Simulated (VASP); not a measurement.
# Ru (P6_3/mmc) in VASP: further runs

Ru is run at these levels: r2SCAN; tasks: single point.

Program: VASP 6.6.1. These are calculated values, not measurements. Logs are shortened: lines on timing, memory, paths and dates and some standing lists are left out, and cuts for length are marked.

**1. The cell of the first run**

The structure is hexagonal, space group P6_3/mmc (No. 194). Conventional cell: a = 2.697 Å, b = 2.697 Å, c = 4.261 Å, α = 90.00°, β = 90.00°, γ = 120.00°. Within 3.5 Å of Ru (site symmetry -6m2) lie 12 Ru at 2.64 to 2.70 Å.

**2. Single point, r2SCAN**

The input, POSCAR:

```
Ru
1.0
    2.6965980795      0.0000000000      0.0000000000
   -1.3482990398      2.3353224407      0.0000000000
    0.0000000000      0.0000000000      4.2605295569
Ru
2
Direct
    0.6666666667      0.3333333333      0.7500000000
    0.3333333333      0.6666666667      0.2500000000
```

The input, INCAR.step1:

```
SYSTEM = Ru
PREC = Accurate
ENCUT = 620
ISMEAR = -1
SIGMA = 0.05
LREAL = .False.
LASPH = .True.
NELM = 120
NBANDS = 23
GGA = PE
ALGO = Normal
EDIFF = 1E-5
LWAVE = .True.
LCHARG = .False.
GGA_COMPAT = .False.
```

The input, INCAR.step2:

```
SYSTEM = Ru
PREC = Accurate
ENCUT = 620
EDIFF = 1E-6
ISMEAR = -1
SIGMA = 0.05
LREAL = .False.
LASPH = .True.
NELM = 120
ALGO = Normal
ISIF = 2
LWAVE = .False.
LCHARG = .False.
METAGGA = R2SCAN
LMIXTAU = .True.
NBANDS = 23
ISTART = 1
GGA_COMPAT = .False.
```

The input, KPOINTS:

```
Automatic mesh
0
Gamma
  11 11 6
  0 0 0
```

Potentials or basis: VASP PAW PBE potentials, release 64 (Ru_sv).

Started as:

```sh
cat potpaw_PBE.64/Ru_sv/POTCAR > POTCAR
cp INCAR.step1 INCAR
mpirun -np 1 vasp_std > vasp.out
cp INCAR.step2 INCAR
mpirun -np 1 vasp_std > vasp.out
```

OUTCAR:

```text
SYSTEM = Ru
   PREC = Accurate
   ENCUT = 620
   EDIFF = 1E-6
   ISMEAR = -1
   LREAL = .False.
   LASPH = .True.
   NELM = 120
   ISIF = 2
   METAGGA = R2SCAN
   ISTART = 1

 ion  position               nearest neighbor table
   1  0.667  0.333  0.750-   2 2.64   2 2.64   2 2.64   2 2.64   2 2.64   2 2.64
   2  0.333  0.667  0.250-   1 2.64   1 2.64   1 2.64   1 2.64   1 2.64   1 2.64

  LATTYP: Found a hexagonal cell.
 ALAT       =     2.6965980795
 C/A-ratio  =     1.5799646189

  Lattice vectors:

 A1 = (   2.6965980795,   0.0000000000,   0.0000000000)
 A2 = (  -1.3482990398,   2.3353224407,   0.0000000000)
 A3 = (   0.0000000000,   0.0000000000,   4.2605295569)

Analysis of symmetry for initial positions (statically):
=====================================================================
 Subroutine PRICEL returns:
 Original cell was already a primitive cell.

 Routine SETGRP: Setting up the symmetry group for a
 hexagonal supercell.

 Subroutine GETGRP returns: Found 24 space group operations
 (whereof 12 operations were pure point group operations)
 out of a pool of 24 trial point group operations.

The static configuration has the point symmetry D_3d.
 The point group associated with its full space group is D_6h.

Analysis of symmetry for dynamics (positions and initial velocities):
=====================================================================
 Subroutine PRICEL returns:
 Original cell was already a primitive cell.

 Routine SETGRP: Setting up the symmetry group for a
 hexagonal supercell.

 Subroutine GETGRP returns: Found 24 space group operations
 (whereof 12 operations were pure point group operations)
 out of a pool of 24 trial point group operations.

The dynamic configuration has the point symmetry D_3d.
 The point group associated with its full space group is D_6h.

 Subroutine INISYM returns: Found 24 space group operations
 (whereof 12 operations are pure point group operations),
 and found     1 'primitive' translations

----------------------------------------------------------------------------------------

                                     Primitive cell

  volume of cell :      26.8304

  direct lattice vectors                    reciprocal lattice vectors
     2.696598080  0.000000000  0.000000000     0.370837615  0.214103197  0.000000000
    -1.348299040  2.335322441  0.000000000     0.000000000  0.428206394  0.000000000
     0.000000000  0.000000000  4.260529557     0.000000000  0.000000000  0.234712607

  length of vectors
     2.696598080  2.696598080  4.260529557     0.428206394  0.428206394  0.234712607

  position of ions in fractional coordinates (direct lattice)
     0.666666667  0.333333333  0.750000000
     0.333333333  0.666666667  0.250000000

  ion indices of the primitive-cell ions
   primitive index   ion index
                 1           1
                 2           2

----------------------------------------------------------------------------------------

 KPOINTS: Automatic mesh

Automatic generation of k-mesh.
 Grid dimensions read from file:
 generate k-points for:   11   11    6

 Generating k-lattice:

  Cartesian coordinates                     Fractional coordinates (reciprocal lattice)
     0.033712510  0.019463927  0.000000000     0.090909091  0.000000000  0.000000000
     0.000000000  0.038927854  0.000000000     0.000000000  0.090909091  0.000000000
     0.000000000  0.000000000  0.039118768     0.000000000  0.000000000  0.166666667

  Length of vectors
     0.038927854  0.038927854  0.039118768

  Shift w.r.t. Gamma in fractional coordinates (k-lattice)
     0.000000000  0.000000000  0.000000000

 Subroutine IBZKPT returns following result:
 ===========================================

 Found     64 irreducible k-points:

 Following reciprocal coordinates:
            Coordinates               Weight
  0.000000  0.000000  0.000000      1.000000
  0.090909  0.000000  0.000000      6.000000
  0.181818  0.000000  0.000000      6.000000
  0.272727  0.000000  0.000000      6.000000
  0.363636  0.000000  0.000000      6.000000
  0.454545  0.000000  0.000000      6.000000
[... 16 lines left out ...]
  0.090909  0.090909  0.166667     12.000000
  0.181818  0.090909  0.166667     24.000000
 [... further k-points ...]
   k-points           NKPTS =     64   k-points in BZ     NKDIM =     64   number of bands    NBANDS=     23
   number of dos      NEDOS =    301   number of ions     NIONS =      2
   total plane-waves  NPLWV =  20736
   dimension x,y,z NGX =    24 NGY =   24 NGZ =   36
   dimension x,y,z NGXF=    48 NGYF=   48 NGZF=   72
   ions per type =               2
   NGX,Y,Z   is equivalent  to a cutoff of  14.80, 14.80, 14.05 a.u.
   NGXF,Y,Z  is equivalent  to a cutoff of  29.59, 29.59, 28.09 a.u.
 SYSTEM =  Ru
   PREC   = accura    normal or accurate (medium, high low for compatibility)
   ISTART =      1    job   : 0-new  1-cont  2-samecut
   ICHARG =      0    charge: 1-file 2-atom 10-const
   ISPIN  =      1    spin polarized calculation?
   LNONCOLLINEAR =      F non collinear calculations
   LSORBIT =      F    spin-orbit coupling
   LASPH  =      T    aspherical Exc in radial PAW
   ENCUT  =  620.0 eV  45.57 Ry    6.75 a.u.   5.47  5.47  8.65*2*pi/ulx,y,z
   NELM   =    120;   NELMIN=  2; NELMDL=  0     # of ELM steps
   EDIFF  = 0.1E-05   stopping-criterion for ELM
   LREAL  =      F    real-space projection
[... 7 lines left out ...]
   TEBEG  =    0.0;   TEEND  =   0.0 temperature during run
   PSTRESS=    0.0 pullay stress
   NELECT =      32.0000    total number of electrons
   NUPDOWN=      -1.0000    fix difference up-down
   EMIN   =  10.00;   EMAX   =-10.00  energy-range for DOS
   EFERMI =   0.00;   METHOD = LEGACY
   ISMEAR =    -1;   SIGMA  =   0.05  broadening in eV -4-tet -1-fermi 0-gaus
   EFERMI_NEDOS =   21; number of points for ismear=-14 and -15
   IALGO  =     38    algorithm
   IMIX   =      4    mixing-type and parameters
     AMIX     =   0.40;   BMIX     =  1.00
     AMIX_MAG =   1.60;   BMIX_MAG =  1.00
  volume/ion in A,a.u.               =      13.42        90.53
  Fermi-wavevector in a.u.,A,eV,Ry     =   1.736131  3.280813 41.010033  3.014152
  Thomas-Fermi vector in A             =   2.809605
   LORBIT       =      0    0 simple, 1 ext, 2 COOP (PROOUT), +10 PAW based schemes
   METAGGA = R2SCAN    functional components
   LHFCALC =     F    Hartree Fock is set to
   AEXX    =    0.0000 exact exchange contribution
   IVDW    =     0    specifies the selected vdW correction
   LEPSILON=     F    determine dielectric tensor
   LRPA    =     F    only Hartree local field effects (RPA)
 non-spin polarized calculation
  energy-cutoff  :      620.00
  volume of cell :       26.83
 maximum number of plane-waves:       971
 NGX is ok and might be reduce to    24
   NGX = 11   NGY = 11   NGZ = 17

 number of electron      31.9999998 magnetization

 Free energy of the ion-electron system (eV)
  ---------------------------------------------------
  ext. energy  EPLUGINS =         0.00000000
  ---------------------------------------------------
  free energy    TOTEN  =       -50.93716005 eV

  energy without entropy =      -50.92140823  energy(sigma->0) =      -50.92928414

 E-fermi :  15.2191     XC(G=0): -15.6247

 val. band max:       15.1938221050   @ k =   0.2727   0.0000   0.0000
 cond. band min:      15.2335764960   @ k =   0.3636   0.0909   0.3333
 fundamental gap:      0.0397543910
 Fermi energy:        15.2190521308

 k-point     1 :       0.0000    0.0000    0.0000
  band No.  band energies     occupation
      1     -60.0736      2.00000
      2     -59.8355      2.00000
      3     -29.8421      2.00000
      4     -28.7992      2.00000
      5     -28.7992      2.00000
      6     -28.6085      2.00000
[... 15 lines left out ...]
     22      30.8375      0.00000
     23      33.5040      0.00000

 k-point     2 :       0.0909    0.0000    0.0000
  band No.  band energies     occupation
      1     -60.0598      2.00000
      2     -59.8302      2.00000
      3     -29.8107      2.00000
      4     -28.8654      2.00000
      5     -28.8215      2.00000
      6     -28.6772      2.00000
[... 15 lines left out ...]
     22      31.3696      0.00000
     23      33.8600      0.00000

 k-point     3 :       0.1818    0.0000    0.0000
  band No.  band energies     occupation
      1     -60.0218      2.00000
      2     -59.8168      2.00000
      3     -29.7215      2.00000
      4     -29.0431      2.00000
      5     -28.8791      2.00000
      6     -28.8572      2.00000
[... 15 lines left out ...]
     22      31.8712      0.00000
     23      34.0977      0.00000

 k-point     4 :       0.2727    0.0000    0.0000
  band No.  band energies     occupation
      1     -59.9691      2.00000
      2     -59.8019      2.00000
      3     -29.5893      2.00000
      4     -29.2758      2.00000
      5     -29.0841      2.00000
      6     -28.9510      2.00000
[... 15 lines left out ...]
     22      29.4754      0.00000
     23      32.4475      0.00000

 k-point     5 :       0.3636    0.0000    0.0000
  band No.  band energies     occupation
      1     -59.9154      2.00000
      2     -59.7933      2.00000
      3     -29.4891      2.00000
      4     -29.4399      2.00000
      5     -29.2848      2.00000
      6     -29.0146      2.00000
[... 434 lines left out ...]
 k-point    22 :       0.4545    0.0000    0.1667
  band No.  band energies     occupation
      1     -59.8722      2.00000
      2     -59.7992      2.00000
      3     -29.6800      2.00000
      4     -29.4743      2.00000
      5     -29.2078      2.00000
      6     -29.0308      2.00000
[... 15 lines left out ...]
     22      27.7861      0.00000
     23      29.9502      0.00000

 k-point    23 :       0.0909    0.0909    0.1667
  band No.  band energies     occupation
      1     -60.0198      2.00000
      2     -59.8353      2.00000
      3     -29.6870      2.00000
      4     -28.9503      2.00000
      5     -28.9002      2.00000
      6     -28.8141      2.00000
[... 15 lines left out ...]
     22      31.6587      0.00000
     23      34.0522      0.00000

 k-point    24 :       0.1818    0.0909    0.1667
  band No.  band energies     occupation
      1     -59.9765      2.00000
      2     -59.8191      2.00000
      3     -29.6091      2.00000
      4     -29.1280      2.00000
      5     -29.0736      2.00000
      6     -28.9012      2.00000
[... 15 lines left out ...]
     22      31.1497      0.00000
     23      32.6745      0.00000

 [... further k-points ...]
[... 5 lines left out ...]
  --------------------------------------------------------------------------------------
  -------------------------------------------------------------------------------------
  Total        0.3572049      0.3572049      0.3580472     -0.0000000      0.0000000      0.0000000
  in kB       21.3305132     21.3305132     21.3808105     -0.0000000      0.0000000      0.0000000
  external PRESSURE =      21.3472789 kB  Pullay stress =       0.0000000 kB

 VOLUME and BASIS-vectors are now :
 -----------------------------------------------------------------------------
  energy-cutoff  :      620.00
  volume of cell :       26.83
      direct lattice vectors                 reciprocal lattice vectors
     2.696598080  0.000000000  0.000000000     0.370837615  0.214103197  0.000000000
    -1.348299040  2.335322441  0.000000000     0.000000000  0.428206394  0.000000000
     0.000000000  0.000000000  4.260529557     0.000000000  0.000000000  0.234712607

 POSITION                                       TOTAL-FORCE (eV/Angst)
 -----------------------------------------------------------------------------------
      1.34830      0.77844      3.19540        -0.000000      0.000000      0.000000
     -0.00000      1.55688      1.06513         0.000000      0.000000      0.000000
 -----------------------------------------------------------------------------------
    total drift:                                0.000000     -0.000000      0.000000

  FREE ENERGIE OF THE ION-ELECTRON SYSTEM (eV)
  ---------------------------------------------------
  free  energy   TOTEN  =       -50.9371600485 eV

  energy  without entropy=      -50.9214082272  energy(sigma->0) =      -50.92928414
```

Wall time 3.5 min (1 thread of Intel Xeon Platinum 8259CL at 2.50GHz (Skylake/Cascade Lake), shared host); peak memory 0.18 GiB.

Results:

```yaml
Free_energy: -50.9372 eV
Pressure: 2.1 GPa
Band_gap_on_the_k_mesh: zero (bands 16 and 17 overlap by 3.27 eV)
```

Caveat: the PAW data sets were made with another functional, which shifts forces and pressure a little.

**3. Single point, r2SCAN**

This run uses another cell than the first one, of 13.13 Å³/atom.

The input, POSCAR:

```
Ru
1.0
    2.6761231923      0.0000000000      0.0000000000
   -1.3380615961      2.3175906682      0.0000000000
    0.0000000000      0.0000000000      4.2325677038
Ru
2
Direct
    0.6666666667      0.3333333333      0.7500000000
    0.3333333333      0.6666666667      0.2500000000
```

The input, INCAR.step1:

```
SYSTEM = Ru
PREC = Accurate
ENCUT = 620
ISMEAR = -1
SIGMA = 0.05
LREAL = .FALSE.
LASPH = .TRUE.
NELM = 120
NBANDS = 23
GGA = PE
ALGO = Normal
EDIFF = 1E-5
LWAVE = .TRUE.
LCHARG = .FALSE.
GGA_COMPAT = .FALSE.
```

The input, INCAR.step2:

```
SYSTEM = Ru
PREC = Accurate
ENCUT = 620
EDIFF = 1E-6
ISMEAR = -1
SIGMA = 0.05
LREAL = .FALSE.
LASPH = .TRUE.
NELM = 120
ALGO = Normal
ISIF = 2
LWAVE = .FALSE.
LCHARG = .TRUE.
METAGGA = R2SCAN
LMIXTAU = .TRUE.
LELF = .TRUE.
LVHAR = .TRUE.
NBANDS = 23
ISTART = 1
GGA_COMPAT = .FALSE.
```

The input, KPOINTS:

```
Automatic mesh
0
G
  11 11 6
  0 0 0
```

Potentials or basis: VASP PAW PBE potentials, release 64 (Ru_sv).

Started as:

```sh
cat potpaw_PBE.64/Ru_sv/POTCAR > POTCAR
cp INCAR.step1 INCAR
mpirun -np 1 vasp_std > vasp.out
cp INCAR.step2 INCAR
mpirun -np 1 vasp_std > vasp.out
```

Wall time 2 min (1 thread of Intel Xeon Platinum 8259CL at 2.50GHz (Skylake/Cascade Lake), shared host); peak memory 0.18 GiB.

The run converged. Its results:

```yaml
Free_energy: -50.9148 eV
Pressure: 10.1 GPa
Band_gap_on_the_k_mesh: zero (bands 16 and 17 overlap by 3.38 eV)
```

Levels at points of the mesh, in eV from the Fermi level:
```csv
k point,band 13,band 14,band 15,band 16,band 17,band 18,band 19,band 20
"(0.00, 0.00, 0.00)",-2.57,-2.02,-2.02,-1.47,-1.47,1.37,1.37,1.47
"(0.00, 0.00, 0.50)",-2.95,-2.95,-2.86,-2.86,0.67,0.67,0.67,0.67
```

Caveat: the cell stands under pressure; the PAW data sets were made with another functional, which shifts forces and pressure a little.

The gap in the log of VASP goes by the Fermi energy; the results here count the filled bands.